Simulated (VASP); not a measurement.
Input of a VASP 6.6.1 run:

Contents of INCAR:

```
PREC     = Accurate       # precision mode
ENCUT    = 520            # plane-wave cutoff, eV
EDIFF    = 1E-8           # SCF threshold, eV
ISMEAR   = 0              # smearing method
SIGMA    = 0.01           # smearing width, eV
LREAL    = F              # projectors in reciprocal space
LASPH    = T              # aspherical terms in the spheres
NELM     = 60             # most SCF steps
ALGO     = Normal         # electronic algorithm
ISIF     = 2              # what is computed and relaxed
LWAVE    = F              # write WAVECAR
LCHARG   = F              # write CHGCAR
GGA      = PE             # functional
LEPSILON = T              # dielectric tensor by DFPT
```

Contents of KPOINTS:

```
Automatic mesh
0
Gamma
  6 6 4
```

File POSCAR:

```
CuI
1.0
    4.1473371115      0.0000000000      0.0000000000
   -2.0736685558      3.5916992967      0.0000000000
    0.0000000000      0.0000000000      6.3363560900
Cu I
2 2
Direct
    0.0000000000      0.0000000000      0.0000000000
    0.0000000000      0.0000000000      0.5000000000
    0.3333333333      0.6666666667      0.2500000000
    0.6666666667      0.3333333333      0.7500000000
```

Potentials or basis: VASP PAW PBE potentials, release 64 (Cu, I).

Launch:

```sh
$ cat potpaw_PBE.64/Cu/POTCAR potpaw_PBE.64/I/POTCAR > POTCAR
$ mpirun -np 1 vasp_std > vasp.out
```

Estimate the electronic dielectric tensor (diagonal).

11.70, 11.70, 11.45.

Estimate the Born charges (mean of the diagonal).

Cu +1.91; I -1.91 e.

What does it give for the band gap on the k mesh?

0.49 eV (least direct gap 0.70 eV).

Electronic dielectric tensor:
```
11.70  0.00  0.00
 0.00 11.70  0.00
 0.00  0.00 11.45
```

Caveat: the gap is small at this level, which inflates the dielectric constant; spin-orbit coupling is left out, which moves the levels of the heavy elements. A k mesh can miss the band edges.
